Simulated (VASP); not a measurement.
A run of VASP 6.6.1 is set up as follows.

The input INCAR:

```
ALGO = Normal ; EDIFF = 1E-7
EDIFFG = -0.01 ; ENCUT = 600
GGA = PE ; IBRION = 2
ISIF = 3 ; ISMEAR = 0
LASPH = T ; LCHARG = F
LREAL = F ; LWAVE = F
NELM = 60 ; NSW = 100
PREC = Accurate ; SIGMA = 0.05
```

Contents of KPOINTS:

```
k-points
0
Gamma
  8 8 8
```

File POSCAR:

```
Si
1.0
    0.0000000000      2.7348811921      2.7348811921
    2.7348811921      0.0000000000      2.7348811921
    2.7348811921      2.7348811921      0.0000000000
Si
2
Direct
    0.4807378503      0.5116598254      0.5102343447
    0.7692621497      0.7383401746      0.7397656553
```

Potentials or basis: VASP PAW PBE potentials, release 64 (Si).

Command:

```sh
$ cat potpaw_PBE.64/Si/POTCAR > POTCAR
$ mpirun -np 1 vasp_std > vasp.out
```

(1) Estimate the relaxed volume.

(2) Estimate the relaxed cell.

(3) What does it give for the space group after relaxing (to 0.05 Å)?

(4) What does it give for the band gap on the k mesh?

## Answers

(1) 20.45 Å³/atom.

(2) a = 3.869 Å, b = 3.867 Å, c = 3.867 Å, α = 60.01°, β = 59.98°, γ = 59.98°.

(3) Fd-3m (No. 227).

(4) 0.64 eV, indirect (least direct gap 2.55 eV).

Caveat: the cell differs from its parent crystal (all atoms moved at random, sigma 0.15 Å a component).
